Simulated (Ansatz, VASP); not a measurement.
## Sc: VASP beside Ansatz

```
Sc
1.0
     0.00000    2.30972    2.30972
     2.30972    0.00000    2.30972
     2.30972    2.30972    0.00000
Sc
1
Direct
  0.00000 0.00000 0.00000
```

Alike in both runs: task electric field gradients; functional PBE; k mesh 13 × 13 × 13; occupations fermi-dirac, width 0.03 eV; no spin polarisation.

|  | VASP | Ansatz |
| --- | --- | --- |
| version | VASP 6.6.1 | Ansatz 0.2.0 |
| potentials or method | VASP PAW PBE potentials, release 64 (Sc_sv), cutoff 520 eV | all-electron PAW with datasets made for the crystal, scalar-relativistic |

```csv
,VASP,Ansatz,Ansatz less VASP
pressure (GPa),0.0,0.0,-0.02
```

Ansatz ran all-electron here, and VASP with PAW potentials.
